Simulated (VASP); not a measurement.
The system is Ge.

```
Ge
1.0
     0.00000    2.82891    2.82891
     2.82891    0.00000    2.82891
     2.82891    2.82891    0.00000
Ge
2
Direct
  0.00000 0.00000 0.00000
  0.25000 0.25000 0.25000
```

| Quantity | Value |
| --- | --- |
| Program | VASP 6.6.1 |
| Task | relaxation of cell and atoms |
| Functional | PBE |
| Potentials or basis | VASP PAW PBE potentials, release 64 (Ge_d) |
| Cutoff | 600 eV |
| k mesh | 14 × 14 × 14 |
| Occupations | gaussian, width 0.1 eV |
| Spin | no spin polarisation |

At the start: pressure 3.6 GPa; volume 22.64 Å³/atom.

Task: Where does the relaxation end?

Result: Over 3 steps the energy falls by 13.5 meV/atom and the volume is 23.90 Å³/atom (+5.6 %); space group Fd-3m (No. 227, to 0.05 Å).

Step by step:
| step | energy change (eV) | largest force (eV/Å) | pressure (GPa) | volume (Å³) |
| --- | --- | --- | --- | --- |
| 1 | 0.0000 | 0.0000 | 3.58 | 45.28 |
| 2 | -0.0242 | 0.0000 | -1.02 | 48.67 |
| 3 | -0.0271 | 0.0000 | -0.02 | 47.80 |

Final structure:
```cif
data_structure
_symmetry_space_group_name_H-M 'P 1'
_symmetry_Int_Tables_number 1
_cell_length_a 4.0737
_cell_length_b 4.0737
_cell_length_c 4.0737
_cell_angle_alpha 60.000
_cell_angle_beta 60.000
_cell_angle_gamma 60.000
_cell_volume 47.80
loop_
_atom_site_label
_atom_site_type_symbol
_atom_site_fract_x
_atom_site_fract_y
_atom_site_fract_z
_atom_site_occupancy
Ge1 Ge 0.00000 0.00000 0.00000 1
Ge2 Ge 0.25000 0.25000 0.25000 1
```
